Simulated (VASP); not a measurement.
Input of a VASP 6.6.1 run:

The input INCAR:

```
SYSTEM = TiSe2
PREC     = Accurate       ! precision mode
ENCUT    = 500            ! plane-wave cutoff, eV
EDIFF    = 1E-7           ! SCF threshold, eV
ISMEAR   = 0              ! smearing method
SIGMA    = 0.05           ! smearing width, eV
LREAL    = .False.        ! projectors in reciprocal space
LASPH    = .True.         ! aspherical terms in the spheres
NELM     = 120            ! most SCF steps
ALGO     = Normal         ! electronic algorithm
ISIF     = 3              ! what is computed and relaxed
LWAVE    = .False.        ! write WAVECAR
LCHARG   = .False.        ! write CHGCAR
GGA      = PS             ! functional
IBRION   = 2              ! ionic algorithm
NSW      = 80             ! ionic steps
EDIFFG   = -0.01          ! ionic threshold
GGA_COMPAT= .False.      
NELMIN   = 4
```

File KPOINTS:

```
regular mesh
0
Gamma
  10 10 6
  0 0 0
```

Contents of POSCAR:

```
TiSe2
1.0
    3.6088233171      0.0000000000      0.0000000000
   -1.8044116585      3.1253326703      0.0000000000
    0.0000000000      0.0000000000      5.8217810115
Ti Se
1 2
Direct
    0.0000000000      0.0000000000      0.0000000000
    0.3333333333      0.6666666667      0.2520000000
    0.6666666667      0.3333333333      0.7480000000
```

Potentials or basis: VASP PAW PBE potentials, release 64 (Ti_sv, Se).

Launch:

```bash
$ cat potpaw_PBE.64/Ti_sv/POTCAR potpaw_PBE.64/Se/POTCAR > POTCAR
$ mpirun -np 1 vasp_std > vasp.out
```

(1) Predict the relaxed cell.

(2) What does it give for the band gap on the k mesh?

(3) Estimate the relaxed volume.

## Answers

(1) a = 3.481 Å, b = 3.481 Å, c = 5.931 Å, α = 90.00°, β = 90.00°, γ = 120.00°.

(2) zero (band 12 reaches 5.63 eV, above the bottom of band 13 at 4.86 eV).

(3) 20.74 Å³/atom.

Caveat: the PAW data sets were made with another functional, which shifts forces and pressure a little; this functional lacks dispersion, which binds the layers, so the pressure and a relaxed spacing across them are unreliable.
